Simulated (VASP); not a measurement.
# Mg3H3O4 (a cell with a defect) in VASP: notebook

The runs below take Mg3H3O4 (a cell with a defect) through single point, with PBEsol, LDA.

Program: VASP 6.6.1. These are calculated values, not measurements. Logs are shortened: lines on timing, memory, paths and dates and some standing lists are left out, and cuts for length are marked.

**1. The cell of the first run**

The cell holds a defect, 20 atoms: a = 5.309 Å, b = 5.309 Å, c = 7.284 Å, α = 90.00°, β = 90.00°, γ = 120.00°.

**2. Single point, PBEsol (atoms taken out, then relaxed in part)**

Contents of INCAR:

```
SYSTEM = Mg3H3O4
ALGO = Normal
EDIFF = 1E-6
ENCUT = 520
GGA = PS
ISIF = 2
ISMEAR = 0
LASPH = .True.
LCHARG = .False.
LREAL = Auto
LWAVE = .False.
NBANDS = 49
NELECT = 64.0
NELM = 60
PREC = Accurate
SIGMA = 0.05
```

Contents of KPOINTS:

```
k-points
0
Gamma
  6 6 4
  0 0 0
```

Contents of POSCAR:

```
Mg3H3O4
1.0
    4.5975141488     -2.6543760314      0.0000000000
    0.0000000000      5.3087520628      0.0000000000
    0.0000000000      0.0000000000      7.2844478007
Mg H O
6 6 8
Direct
    0.2792261791      0.3333333333      0.8024893920
    0.0359584820      0.7140210063      0.8325129221
    0.6552708090      0.9526456604      0.8325129221
    0.0451027251      0.3333333333      0.1825922550
    0.6759681941      0.6996372954      0.1925534367
    0.3096642320      0.9670293713      0.1925534367
   -0.2309848086      0.3333333333      0.6538843027
    0.6858388817      0.6959779405      0.5628295810
    0.3231942745      0.9706887261      0.5628295810
    0.3864751336      0.3333333333      0.4381630902
   -0.0367330651      0.5787498243      0.4355202063
    0.7178504439      1.0879168423      0.4355202063
    0.6610591848      0.6421774276      0.6924587149
    0.3522150905      1.0244892391      0.6924587149
    0.3672894787      0.3333333333      0.3052838064
   -0.0158449909      0.6390896335      0.3075797440
    0.6783987090      1.0275770332      0.3075797440
    0.9319382951      0.3333333333     -0.2814879934
    0.3395461852      0.6676462855      0.0038558322
    0.0052332330     -0.0009796188      0.0038558322
```

Potentials or basis: VASP PAW PBE potentials, release 64 (Mg, H, O).

Command:

```bash
cat potpaw_PBE.64/Mg/POTCAR potpaw_PBE.64/H/POTCAR potpaw_PBE.64/O/POTCAR > POTCAR
mpirun -np 1 vasp_std > vasp.out
```

OUTCAR:

```text
SYSTEM = Mg3H3O4
   EDIFF = 1E-6
   ENCUT = 520
   GGA = PS
   ISIF = 2
   ISMEAR = 0
   LASPH = .True.
   LREAL = Auto
   NELECT = 64.0
   NELM = 60
   PREC = Accurate

 ion  position               nearest neighbor table
   1  0.279  0.333  0.802-  18 1.94  14 2.03  13 2.03  20 2.20  19 2.20   2 2.88   3 2.88   3 2.90
                             2 2.90   4 3.04   3 3.49   2 3.49   6 3.49   5 3.49
   2  0.036  0.714  0.833-  14 1.95  18 1.99  20 2.03  13 2.09  19 2.15   7 2.22   3 2.87   3 2.87
                             1 2.88   1 2.90   6 2.97   5 3.22   4 3.27   1 3.49   3 3.50
   3  0.655  0.953  0.833-  13 1.95  18 1.99  19 2.03  14 2.09  20 2.15   7 2.22   2 2.87   2 2.87
                             1 2.88   1 2.90   5 2.97   6 3.22   4 3.27   1 3.49   2 3.50
   4  0.045  0.333  0.183-  15 1.93  17 2.02  16 2.02  20 2.12  19 2.12   6 2.91   5 2.91   5 2.93
                             6 2.93   1 3.04   3 3.27   2 3.27   5 3.38   6 3.38
   5  0.676  0.700  0.193-  17 1.93  15 1.99  16 2.00  20 2.17  19 2.19   4 2.91   6 2.93   6 2.93
                             4 2.93   3 2.97   2 3.22   6 3.37   4 3.38   1 3.49
   6  0.310  0.967  0.193-  16 1.93  15 1.99  17 2.00  19 2.17  20 2.19   4 2.91   5 2.93   5 2.93
                             4 2.93   2 2.97   3 3.22   5 3.37   4 3.38   1 3.49
   7  0.769  0.333  0.654-  18 0.98   3 2.22   2 2.22
   8  0.686  0.696  0.563-  13 0.98
   9  0.323  0.971  0.563-  14 0.98
  10  0.386  0.333  0.438-  15 0.97
  11  0.963  0.579  0.436-  16 0.97
  12  0.718  0.088  0.436-  17 0.97
  13  0.661  0.642  0.692-   8 0.98   3 1.95   1 2.03   2 2.09
  14  0.352  0.024  0.692-   9 0.98   2 1.95   1 2.03   3 2.09
  15  0.367  0.333  0.305-  10 0.97   4 1.93   6 1.99   5 1.99
  16  0.984  0.639  0.308-  11 0.97   6 1.93   5 2.00   4 2.02
  17  0.678  0.028  0.308-  12 0.97   5 1.93   6 2.00   4 2.02
  18  0.932  0.333  0.719-   7 0.98   1 1.94   3 1.99   2 1.99
  19  0.340  0.668  0.004-   3 2.03   4 2.12   2 2.15   6 2.17   5 2.19   1 2.20
  20  0.005  0.999  0.004-   2 2.03   4 2.12   3 2.15   5 2.17   6 2.19   1 2.20

  LATTYP: Found a hexagonal cell.
 ALAT       =     5.3087520628
 C/A-ratio  =     1.3721582237

  Lattice vectors:

 A1 = (   4.5975141488,  -2.6543760314,   0.0000000000)
 A2 = (   0.0000000000,   5.3087520628,   0.0000000000)
 A3 = (   0.0000000000,   0.0000000000,   7.2844478007)

Analysis of symmetry for initial positions (statically):
=====================================================================
 Subroutine PRICEL returns:
 Original cell was already a primitive cell.

 Routine SETGRP: Setting up the symmetry group for a
 hexagonal supercell.

 Subroutine GETGRP returns: Found  2 space group operations
 (whereof  1 operations were pure point group operations)
 out of a pool of 24 trial point group operations.

The static configuration has the point symmetry C_1 .
 The point group associated with its full space group is C_1h.

Analysis of symmetry for dynamics (positions and initial velocities):
=====================================================================
 Subroutine PRICEL returns:
 Original cell was already a primitive cell.

 Routine SETGRP: Setting up the symmetry group for a
 hexagonal supercell.

 Subroutine GETGRP returns: Found  2 space group operations
 (whereof  1 operations were pure point group operations)
 out of a pool of 24 trial point group operations.

The dynamic configuration has the point symmetry C_1 .
 The point group associated with its full space group is C_1h.

 Subroutine INISYM returns: Found  2 space group operations
 (whereof  1 operations are pure point group operations),
 and found     1 'primitive' translations

----------------------------------------------------------------------------------------

                                     Primitive cell

  volume of cell :     177.7920

  direct lattice vectors                    reciprocal lattice vectors
     4.597514149 -2.654376031  0.000000000     0.217508847  0.000000000  0.000000000
     0.000000000  5.308752063  0.000000000     0.108754423  0.188368187  0.000000000
     0.000000000  0.000000000  7.284447801     0.000000000  0.000000000  0.137278765

  length of vectors
     5.308752063  5.308752063  7.284447801     0.217508847  0.217508847  0.137278765

  position of ions in fractional coordinates (direct lattice)
     0.279226179  0.333333333  0.802489392
     0.035958482  0.714021006  0.832512922
     0.655270809  0.952645660  0.832512922
     0.045102725  0.333333333  0.182592255
     0.675968194  0.699637295  0.192553437
     0.309664232  0.967029371  0.192553437
[... 12 lines left out ...]
     0.339546185  0.667646285  0.003855832
     0.005233233  0.999020381  0.003855832

  ion indices of the primitive-cell ions
   primitive index   ion index
                 1           1
                 2           2
                 3           3
                 4           4
                 5           5
                 6           6
[... 12 lines left out ...]
                19          19
                20          20

----------------------------------------------------------------------------------------

 KPOINTS: k-points

Automatic generation of k-mesh.
 Grid dimensions read from file:
 generate k-points for:    6    6    4

 Generating k-lattice:

  Cartesian coordinates                     Fractional coordinates (reciprocal lattice)
     0.036251474  0.000000000  0.000000000     0.166666667  0.000000000  0.000000000
     0.018125737  0.031394698  0.000000000    -0.000000000  0.166666667  0.000000000
     0.000000000  0.000000000  0.034319691     0.000000000  0.000000000  0.250000000

  Length of vectors
     0.036251474  0.036251474  0.034319691

  Shift w.r.t. Gamma in fractional coordinates (k-lattice)
     0.000000000  0.000000000  0.000000000

 Subroutine IBZKPT returns following result:
 ===========================================

 Found     47 irreducible k-points:

 Following reciprocal coordinates:
            Coordinates               Weight
  0.000000  0.000000  0.000000      1.000000
  0.166667  0.000000  0.000000      4.000000
 -0.000000  0.166667  0.000000      2.000000
  0.333333  0.000000  0.000000      4.000000
  0.000000  0.333333  0.000000      2.000000
  0.500000  0.000000  0.000000      2.000000
[... 16 lines left out ...]
  0.166667  0.166667  0.250000      4.000000
 -0.166667  0.333333  0.250000      4.000000
 [... further k-points ...]
   k-points           NKPTS =     47   k-points in BZ     NKDIM =     47   number of bands    NBANDS=     49
   number of dos      NEDOS =    301   number of ions     NIONS =     20
   total plane-waves  NPLWV =  86400
   dimension x,y,z NGX =    40 NGY =   40 NGZ =   54
   dimension x,y,z NGXF=    80 NGYF=   80 NGZF=  108
   ions per type =               6   6   8
   NGX,Y,Z   is equivalent  to a cutoff of  12.53, 12.53, 12.32 a.u.
   NGXF,Y,Z  is equivalent  to a cutoff of  25.05, 25.05, 24.65 a.u.
 SYSTEM =  Mg3H3O4
   PREC   = accura    normal or accurate (medium, high low for compatibility)
   ISTART =      0    job   : 0-new  1-cont  2-samecut
   ICHARG =      2    charge: 1-file 2-atom 10-const
   ISPIN  =      1    spin polarized calculation?
   LNONCOLLINEAR =      F non collinear calculations
   LSORBIT =      F    spin-orbit coupling
   LASPH  =      T    aspherical Exc in radial PAW
   ENCUT  =  520.0 eV  38.22 Ry    6.18 a.u.   9.87  9.87 13.54*2*pi/ulx,y,z
   NELM   =     60;   NELMIN=  2; NELMDL= -5     # of ELM steps
   EDIFF  = 0.1E-05   stopping-criterion for ELM
   LREAL  =      T    real-space projection
   EDIFFG = 0.1E-04   stopping-criterion for IOM
   NSW    =      0    number of steps for IOM
   IBRION =     -1    ionic relax: 0-MD 1-quasi-New 2-CG
   NFREE  =      0    steps in history (QN), initial steepest desc. (CG)
   ISIF   =      2    stress and relaxation
   ISYM   =      2    0-nonsym 1-usesym 2-fastsym
   POTIM  = 0.5000    time-step for ionic-motion
   TEBEG  =    0.0;   TEEND  =   0.0 temperature during run
   PSTRESS=    0.0 pullay stress
   NELECT =      64.0000    total number of electrons
   NUPDOWN=      -1.0000    fix difference up-down
   EMIN   =  10.00;   EMAX   =-10.00  energy-range for DOS
   EFERMI =   0.00;   METHOD = LEGACY
   ISMEAR =     0;   SIGMA  =   0.05  broadening in eV -4-tet -1-fermi 0-gaus
   EFERMI_NEDOS =   21; number of points for ismear=-14 and -15
   IALGO  =     38    algorithm
   IMIX   =      4    mixing-type and parameters
     AMIX     =   0.40;   BMIX     =  1.00
     AMIX_MAG =   1.60;   BMIX_MAG =  1.00
  volume/ion in A,a.u.               =       8.89        59.99
  Fermi-wavevector in a.u.,A,eV,Ry     =   1.164566  2.200711 18.452411  1.356214
  Thomas-Fermi vector in A             =   2.301102
   LORBIT       =      0    0 simple, 1 ext, 2 COOP (PROOUT), +10 PAW based schemes
   GGA     = PS    functional components
   LHFCALC =     F    Hartree Fock is set to
   AEXX    =    0.0000 exact exchange contribution
   IVDW    =     0    specifies the selected vdW correction
   LEPSILON=     F    determine dielectric tensor
   LRPA    =     F    only Hartree local field effects (RPA)
 non-spin polarized calculation
 Gauss-broadening in eV      SIGMA  =   0.05
  energy-cutoff  :      520.00
  volume of cell :      177.79
 maximum number of plane-waves:      4808
   NGX = 19   NGY = 19   NGZ = 27

 number of electron      64.0000006 magnetization

 Free energy of the ion-electron system (eV)
  ---------------------------------------------------
  ext. energy  EPLUGINS =         0.00000000
  ---------------------------------------------------
  free energy    TOTEN  =      -116.13261058 eV

  energy without entropy =     -116.13261058  energy(sigma->0) =     -116.13261058

 E-fermi :   0.8703     XC(G=0):  -9.7520

 val. band max:        0.6171479252   @ k =   0.3333   0.3333   0.5000
 cond. band min:       3.6363537613   @ k =   0.0000   0.0000   0.0000
 fundamental gap:      3.0192058361
 Fermi energy:         0.8702619295

 k-point     1 :       0.0000    0.0000    0.0000
  band No.  band energies     occupation
      1     -17.4073      2.00000
      2     -16.8281      2.00000
      3     -16.5343      2.00000
      4     -16.4548      2.00000
      5     -16.2970      2.00000
      6     -16.2710      2.00000
[... 1117 lines left out ...]
     43      11.5341      0.00000
     44      11.6766      0.00000

 [... further k-points ...]

 [bands above 44 left out]

------------------------ aborting loop because EDIFF is reached ----------------------------------------

  FORCE on cell =-STRESS in cart. coord.  units (eV):
  Direction    XX          YY          ZZ          XY          YZ          ZX
  --------------------------------------------------------------------------------------
  -------------------------------------------------------------------------------------
  Total       -5.8102741     -4.7520817    -11.6571761      0.9164215      0.8241660     -1.4275003
  in kB      -52.3594470    -42.8235169   -105.0489670      8.2583577      7.4269950    -12.8639584
  external PRESSURE =     -66.7439769 kB  Pullay stress =       0.0000000 kB

 VOLUME and BASIS-vectors are now :
 -----------------------------------------------------------------------------
  energy-cutoff  :      520.00
  volume of cell :      177.79
      direct lattice vectors                 reciprocal lattice vectors
     4.597514149 -2.654376031  0.000000000     0.217508847  0.000000000  0.000000000
     0.000000000  5.308752063  0.000000000     0.108754423  0.188368187  0.000000000
     0.000000000  0.000000000  7.284447801     0.000000000  0.000000000  0.137278765

 POSITION                                       TOTAL-FORCE (eV/Angst)
 -----------------------------------------------------------------------------------
      1.28375      1.02841      5.84569         0.002179     -0.001258     -0.012551
      0.16532      3.69511      6.06440        -0.006097      0.005038     -0.010295
      3.01262      3.31802      6.06440        -0.007412      0.002761     -0.010295
      0.20736      1.64986      1.33008         0.010365     -0.005984      0.006767
      3.10777      1.91993      1.40265        -0.006802      0.003258      0.017736
      1.42369      4.31175      1.40265        -0.006223      0.004262      0.017736
[... 12 lines left out ...]
      1.56107      2.64309      0.02809        -0.000150      0.000351      0.007197
      0.02406      5.28966      0.02809        -0.000379     -0.000045      0.007197
 -----------------------------------------------------------------------------------
    total drift:                                0.005734     -0.003400      0.003905

  FREE ENERGIE OF THE ION-ELECTRON SYSTEM (eV)
  ---------------------------------------------------
  free  energy   TOTEN  =      -116.1326105805 eV

  energy  without entropy=     -116.1326105805  energy(sigma->0) =     -116.13261058
```

Wall time 14 min (1 thread of AMD EPYC 7R43 (Zen 3), shared host); peak memory 0.38 GiB.

What came out:

```
Free energy   : -116.1326 eV
Largest force : 0.152 eV/Å
```

Forces in eV/Å, atoms in the order of the input:
```
Mg   0.002 -0.001 -0.013
Mg  -0.006  0.005 -0.010
Mg  -0.007  0.003 -0.010
Mg   0.010 -0.006  0.007
Mg  -0.007  0.003  0.018
Mg  -0.006  0.004  0.018
H   -0.108  0.063 -0.063
H    0.019  0.024 -0.138
H   -0.011 -0.028 -0.138
H    0.013 -0.008  0.121
H   -0.008 -0.036  0.120
H    0.027  0.025  0.120
O   -0.009 -0.028  0.149
O    0.020  0.022  0.149
O   -0.012  0.007 -0.143
O    0.014  0.039 -0.139
O   -0.027 -0.031 -0.139
O    0.099 -0.057  0.078
O    0.000  0.000  0.007
O    0.000  0.000  0.007
```

Levels at points of the mesh, in eV from the Fermi level:
```csv
k point,band 29,band 30,band 31,band 32,band 33,band 34,band 35,band 36
"(0.00, 0.00, 0.00)",-0.55,-0.47,-0.36,-0.31,2.77,5.68,7.89,7.95
"(0.50, 0.00, 0.00)",-0.71,-0.64,-0.59,-0.46,4.38,6.16,6.80,7.76
"(0.00, 0.50, 0.00)",-0.78,-0.55,-0.53,-0.40,4.41,6.04,6.93,7.58
"(0.00, 0.00, 0.50)",-0.67,-0.50,-0.38,-0.31,3.48,5.02,7.65,7.77
"(0.50, 0.00, 0.50)",-0.67,-0.63,-0.56,-0.49,4.49,6.30,6.79,6.90
"(0.00, 0.50, 0.50)",-0.73,-0.58,-0.55,-0.44,4.47,6.52,6.61,6.73
```

Caveat: the cell carries a net charge on a neutralising background, which shifts energy and pressure; the cell differs from its parent crystal (atoms taken out, then relaxed in part); the cell is charged against a uniform background, so pressure and absolute levels hang on convention; the PAW data sets were made with another functional, which shifts forces and pressure a little.

**3. Single point, PBEsol**

Contents of INCAR:

```
PREC = Accurate
ENCUT = 520
EDIFF = 1E-6
ISMEAR = 0
SIGMA = 0.05
LREAL = False
LASPH = True
NELM = 120
ALGO = Normal
ISIF = 2
LWAVE = False
LCHARG = True
GGA = PS
LELF = True
LVHAR = True
NBANDS = 49
NELECT = 64.0
GGA_COMPAT = False
```

Contents of KPOINTS:

```
Automatic mesh
0
Gamma
  6 6 4
```

Contents of POSCAR:

```
Mg3H3O4
1.0
    4.5975141488     -2.6543760314      0.0000000000
    0.0000000000      5.3087520628      0.0000000000
    0.0000000000      0.0000000000      7.2844478007
Mg H O
6 6 8
Direct
    0.3313312795      0.3333333333      0.8321433406
    0.0171969902      0.6990585932      0.8321433406
    0.6514717303      0.9676080734      0.8321433406
    0.0171969902      0.3333333333      0.1578707428
    0.6666666667      0.6838636569      0.1842093852
    0.3161363431      0.9828030098      0.1842093852
   -0.0172565022      0.3333333333      0.4702494041
    0.6666666667      0.6494101645      0.5620631923
    0.3505898355      1.0172565022      0.5620631923
    0.3520954005      0.3333333333      0.4485309979
   -0.0172565022      0.6509157294      0.4485309979
    0.6651611017      1.0157509373      0.4485309979
    0.6666666667      0.6539157427      0.6953552171
    0.3460842573      1.0127509240      0.6953552171
    0.3244462944      0.3333333333      0.3169781130
   -0.0127509240      0.6322777799      0.3169781130
    0.6883046295      1.0343888868      0.3169781130
    0.8235914494      0.3333333333     -0.1503650768
    0.3303242933      0.6636576267      0.0007888567
    0.0000000000      0.0030090400      0.0007888567
```

Potentials or basis: VASP PAW PBE potentials, release 64 (Mg, H, O).

Command:

```bash
cat potpaw_PBE.64/Mg/POTCAR potpaw_PBE.64/H/POTCAR potpaw_PBE.64/O/POTCAR > POTCAR
mpirun -np 1 vasp_std > vasp.out
```

Wall time 12 min (1 thread of Oxide Virtual Turin-like, shared host); peak memory 0.43 GiB.

The run converged. Its results:

```
Free energy   : -109.6105 eV
Largest force : 4.265 eV/Å
```

Forces on the atoms (eV/Å):
```
Mg  -0.235  0.136 -0.247
Mg   2.324  3.537 -0.523
Mg  -1.901 -3.782 -0.523
Mg   0.079 -0.046 -0.686
Mg   0.022  0.697  0.095
Mg  -0.593 -0.368  0.095
H   -0.187  0.108 -1.290
H   -0.023  0.058 -0.092
H   -0.062 -0.009 -0.092
H    0.202 -0.117  0.453
H   -0.058  0.411  0.932
H   -0.385 -0.156  0.932
O   -0.452  0.912 -0.644
O   -1.015 -0.064 -0.644
O    0.357 -0.206 -0.502
O    0.017  0.056 -0.632
O   -0.040 -0.043 -0.632
O   -0.046  0.027  2.123
O    1.321 -0.017  0.939
O    0.675 -1.135  0.939
```

Levels at points of the mesh, in eV from the Fermi level:
```tsv
k point	band 30	band 31	band 32	band 33	band 34	band 35
(0.00, 0.00, 0.00)	-1.61	-0.83	-0.30	0.01	2.77	5.03
(0.50, 0.00, 0.00)	-1.58	-0.96	-0.10	0.35	3.56	4.87
(0.00, 0.50, 0.00)	-1.60	-1.04	-0.12	0.26	3.84	4.50
(0.00, 0.00, 0.50)	-1.65	-0.81	-0.24	0.30	2.79	4.55
(0.50, 0.00, 0.50)	-1.56	-0.96	-0.08	0.29	3.73	4.74
(0.00, 0.50, 0.50)	-1.68	-1.06	-0.11	0.35	3.77	4.81
```

Caveat: the cell carries a net charge on a neutralising background, which shifts energy and pressure; the cell is charged against a uniform background, so pressure and absolute levels hang on convention; the PAW data sets were made with another functional, which shifts forces and pressure a little.

(Part 1 of 2 ends here.)
